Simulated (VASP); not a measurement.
A run of VASP 6.6.1:

INCAR

```
ALGO     = Normal         # electronic algorithm
EDIFF    = 1E-6           # SCF threshold, eV
ENCUT    = 520            # plane-wave cutoff, eV
GGA      = PE             # functional
ISIF     = 2              # what is computed and relaxed
ISMEAR   = 0              # smearing method
LASPH    = True           # aspherical terms in the spheres
LCHARG   = True           # write CHGCAR
LELF     = True           # ELF
LREAL    = False          # projectors in reciprocal space
LVHAR    = True         
LWAVE    = False          # write WAVECAR
NBANDS   = 22             # bands
NELM     = 100            # most SCF steps
PREC     = Accurate       # precision mode
SIGMA    = 0.1            # smearing width, eV
```

The input KPOINTS:

```
k-points
0
Gamma
  20 20 20
```

The input POSCAR:

```
Hg2O
1.0
   -1.5448085282      1.5448085282      5.3372115576
    1.5448085282     -1.5448085282      5.3372115576
    1.5448085282      1.5448085282     -5.3372115576
Hg O
2 1
Direct
    0.3593555525      0.3593555525      0.0000000000
    0.6406444475      0.6406444475      0.0000000000
    0.0000000000      0.0000000000      0.0000000000
```

Potentials or basis: VASP PAW PBE potentials, release 64 (Hg, O).

Launch:

```bash
$ cat potpaw_PBE.64/Hg/POTCAR potpaw_PBE.64/O/POTCAR > POTCAR
$ mpirun -np 1 vasp_std > vasp.out
```

Hardware: 1 thread of Intel(R) Xeon(R) Platinum 8124M CPU @ 3.00GHz (Skylake/Cascade Lake), on a shared host.

**Question.** How long does it take, and how much memory?

**Answer.** It took 32 min on 1 thread of Intel(R) Xeon(R) Platinum 8124M CPU @ 3.00GHz (Skylake/Cascade Lake), on a shared host, peak memory 0.81 GiB. Counts: scf iterations 14, k points 641.
